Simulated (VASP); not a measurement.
# Au (Fm-3m) in VASP: a series of runs

Runs on Au. Level: r2SCAN. Tasks: single point.

Everything below comes from runs of VASP 6.6.1. Logs are shortened: lines on timing, memory, paths and dates and some standing lists are left out, and cuts for length are marked.

### Step 1. The cell of the first run

The structure is cubic, space group Fm-3m (No. 225). The conventional cell has a = 4.117 Å, b = 4.117 Å, c = 4.117 Å, α = 90.00°, β = 90.00°, γ = 90.00°. Au (site symmetry m-3m) has 12 Au at 2.91 Å within 3.8 Å.

### Step 2. Single point, r2SCAN

The input, POSCAR:

```
Au
1.0
    0.0000000000      2.0585000000      2.0585000000
    2.0585000000      0.0000000000      2.0585000000
    2.0585000000      2.0585000000      0.0000000000
Au
1
Direct
    0.0000000000      0.0000000000      0.0000000000
```

The input, INCAR.step1:

```
PREC = Accurate
ENCUT = 520
ISMEAR = 0
SIGMA = 0.1
LREAL = False
LASPH = True
NELM = 60
NBANDS = 12
GGA = PE
ALGO = Normal
EDIFF = 1E-4
LWAVE = True
LCHARG = False
```

The input, INCAR.step2:

```
PREC = Accurate
ENCUT = 520
EDIFF = 1E-7
ISMEAR = 0
SIGMA = 0.1
LREAL = False
LASPH = True
NELM = 60
ALGO = Normal
ISIF = 2
LWAVE = False
LCHARG = False
METAGGA = R2SCAN
LMIXTAU = True
NBANDS = 12
ISTART = 1
```

The input, KPOINTS:

```
regular mesh
0
Gamma
  8 8 8
```

Potentials or basis: VASP PAW PBE potentials, release 64 (Au).

The run is started by

```bash
$ cat potpaw_PBE.64/Au/POTCAR > POTCAR
$ cp INCAR.step1 INCAR
$ mpirun -np 1 vasp_std > vasp.out
$ cp INCAR.step2 INCAR
$ mpirun -np 1 vasp_std > vasp.out
```

OUTCAR:

```text
PREC = Accurate
   ENCUT = 520
   EDIFF = 1E-7
   ISMEAR = 0
   LREAL = False
   LASPH = True
   NELM = 60
   ISIF = 2
   METAGGA = R2SCAN
   ISTART = 1

 ion  position               nearest neighbor table
   1  0.000  0.000  0.000-

  LATTYP: Found a face centered cubic cell.
 ALAT       =     4.1170000000

  Lattice vectors:

 A1 = (   0.0000000000,   2.0585000000,   2.0585000000)
 A2 = (   2.0585000000,   0.0000000000,   2.0585000000)
 A3 = (   2.0585000000,   2.0585000000,   0.0000000000)

Analysis of symmetry for initial positions (statically):
=====================================================================
 Subroutine PRICEL returns:
 Original cell was already a primitive cell.

 Routine SETGRP: Setting up the symmetry group for a
 face centered cubic supercell.

 Subroutine GETGRP returns: Found 48 space group operations
 (whereof 48 operations were pure point group operations)
 out of a pool of 48 trial point group operations.

The static configuration has the point symmetry O_h .

Analysis of symmetry for dynamics (positions and initial velocities):
=====================================================================
 Subroutine PRICEL returns:
 Original cell was already a primitive cell.

 Routine SETGRP: Setting up the symmetry group for a
 face centered cubic supercell.

 Subroutine GETGRP returns: Found 48 space group operations
 (whereof 48 operations were pure point group operations)
 out of a pool of 48 trial point group operations.

The dynamic configuration has the point symmetry O_h .

 Subroutine INISYM returns: Found 48 space group operations
 (whereof 48 operations are pure point group operations),
 and found     1 'primitive' translations

----------------------------------------------------------------------------------------

                                     Primitive cell

  volume of cell :      17.4455

  direct lattice vectors                    reciprocal lattice vectors
     0.000000000  2.058500000  2.058500000    -0.242895312  0.242895312  0.242895312
     2.058500000  0.000000000  2.058500000     0.242895312 -0.242895312  0.242895312
     2.058500000  2.058500000  0.000000000     0.242895312  0.242895312 -0.242895312

  length of vectors
     2.911158618  2.911158618  2.911158618     0.420707022  0.420707022  0.420707022

  position of ions in fractional coordinates (direct lattice)
     0.000000000  0.000000000  0.000000000

  ion indices of the primitive-cell ions
   primitive index   ion index
[... 76 lines left out ...]
   NSW    =      0    number of steps for IOM
   IBRION =     -1    ionic relax: 0-MD 1-quasi-New 2-CG
   NFREE  =      0    steps in history (QN), initial steepest desc. (CG)
   ISIF   =      2    stress and relaxation
   ISYM   =      2    0-nonsym 1-usesym 2-fastsym
   POTIM  = 0.5000    time-step for ionic-motion
   TEBEG  =    0.0;   TEEND  =   0.0 temperature during run
   PSTRESS=    0.0 pullay stress
   NELECT =      11.0000    total number of electrons
   NUPDOWN=      -1.0000    fix difference up-down
   EMIN   =  10.00;   EMAX   =-10.00  energy-range for DOS
   EFERMI =   0.00;   METHOD = LEGACY
   ISMEAR =     0;   SIGMA  =   0.10  broadening in eV -4-tet -1-fermi 0-gaus
   EFERMI_NEDOS =   21; number of points for ismear=-14 and -15
   IALGO  =     38    algorithm
   IMIX   =      4    mixing-type and parameters
     AMIX     =   0.40;   BMIX     =  1.00
     AMIX_MAG =   1.60;   BMIX_MAG =  1.00
  volume/ion in A,a.u.               =      17.45       117.73
  Fermi-wavevector in a.u.,A,eV,Ry     =   1.403820  2.652836 26.813157  1.970711
  Thomas-Fermi vector in A             =   2.526444
   LORBIT       =      0    0 simple, 1 ext, 2 COOP (PROOUT), +10 PAW based schemes
   METAGGA = R2SCAN    functional components
   LHFCALC =     F    Hartree Fock is set to
   AEXX    =    0.0000 exact exchange contribution
   IVDW    =     0    specifies the selected vdW correction
   LEPSILON=     F    determine dielectric tensor
   LRPA    =     F    only Hartree local field effects (RPA)
 non-spin polarized calculation
 Gauss-broadening in eV      SIGMA  =   0.10
  energy-cutoff  :      520.00
  volume of cell :       17.45
 maximum number of plane-waves:       489
 NGX is ok and might be reduce to    24
   NGX = 11   NGY = 11   NGZ = 11

 number of electron      11.0000001 magnetization

 Free energy of the ion-electron system (eV)
  ---------------------------------------------------
  ext. energy  EPLUGINS =         0.00000000
  ---------------------------------------------------
  free energy    TOTEN  =       -50.55908539 eV

  energy without entropy =      -50.55603131  energy(sigma->0) =      -50.55755835

 E-fermi :   8.8437     XC(G=0): -13.4581

 val. band max:        8.7692651614   @ k =   0.5000   0.2500   0.1250
 cond. band min:       9.0719353023   @ k =   0.5000   0.3750   0.1250
 fundamental gap:      0.3026701409
 Fermi energy:         8.8437448031

 k-point     1 :       0.0000    0.0000    0.0000
  band No.  band energies     occupation
      1      -0.8913      2.00000
      2       4.1271      2.00000
      3       4.1271      2.00000
      4       4.1271      2.00000
      5       5.5988      2.00000
      6       5.5988      2.00000
      7      24.2989      0.00000
      8      28.2399      0.00000
      9      28.2399      0.00000
     10      28.2399      0.00000
     11      33.4353      0.00000
     12      37.6479      0.00000
[... 331 lines left out ...]
 k-point    24 :      -0.3750    0.2500    0.1250
  band No.  band energies     occupation
      1       2.5806      2.00000
      2       3.4898      2.00000
      3       4.6299      2.00000
      4       4.9478      2.00000
      5       6.6684      2.00000
      6      11.7598      0.00000
      7      12.0319      0.00000
      8      21.4758      0.00000
      9      22.5796      0.00000
     10      27.3669      0.00000
     11      33.5926      0.00000
     12      36.7792      0.00000

 [... further k-points ...]
[... 5 lines left out ...]
  --------------------------------------------------------------------------------------
  -------------------------------------------------------------------------------------
  Total        0.2111763      0.2111763      0.2111763     -0.0000000     -0.0000000      0.0000000
  in kB       19.3942589     19.3942589     19.3942589     -0.0000000     -0.0000000      0.0000000
  external PRESSURE =      19.3942589 kB  Pullay stress =       0.0000000 kB

 VOLUME and BASIS-vectors are now :
 -----------------------------------------------------------------------------
  energy-cutoff  :      520.00
  volume of cell :       17.45
      direct lattice vectors                 reciprocal lattice vectors
     0.000000000  2.058500000  2.058500000    -0.242895312  0.242895312  0.242895312
     2.058500000  0.000000000  2.058500000     0.242895312 -0.242895312  0.242895312
     2.058500000  2.058500000  0.000000000     0.242895312  0.242895312 -0.242895312

 POSITION                                       TOTAL-FORCE (eV/Angst)
 -----------------------------------------------------------------------------------
      0.00000      0.00000      0.00000         0.000000      0.000000      0.000000
 -----------------------------------------------------------------------------------
    total drift:                               -0.000000     -0.000000     -0.000000

  FREE ENERGIE OF THE ION-ELECTRON SYSTEM (eV)
  ---------------------------------------------------
  free  energy   TOTEN  =       -50.5590853907 eV

  energy  without entropy=      -50.5560313145  energy(sigma->0) =      -50.55755835
```

OUTCAR.step1:

```text
PREC = Accurate
   ENCUT = 520
   ISMEAR = 0
   LREAL = False
   LASPH = True
   NELM = 60
[... 575 lines left out ...]

 POSITION                                       TOTAL-FORCE (eV/Angst)
 -----------------------------------------------------------------------------------
      0.00000      0.00000      0.00000         0.000000      0.000000      0.000000
 -----------------------------------------------------------------------------------
    total drift:                               -0.000000      0.000000     -0.000000

  FREE ENERGIE OF THE ION-ELECTRON SYSTEM (eV)
  ---------------------------------------------------
  free  energy   TOTEN  =        -3.1786374134 eV

  energy  without entropy=       -3.1755294289  energy(sigma->0) =       -3.17708342
```

Wall time 18 s (1 thread of Intel Xeon Platinum 8559C (Emerald Rapids), shared host); peak memory 0.14 GiB.

Results:

```
Free energy : -50.5591 eV
Pressure    : 1.9 GPa
```

Caveat: the PAW data sets were made with another functional, which shifts forces and pressure a little; spin-orbit coupling is left out, which moves the levels of the heavy elements.

(Part 1 of 2 ends here.)
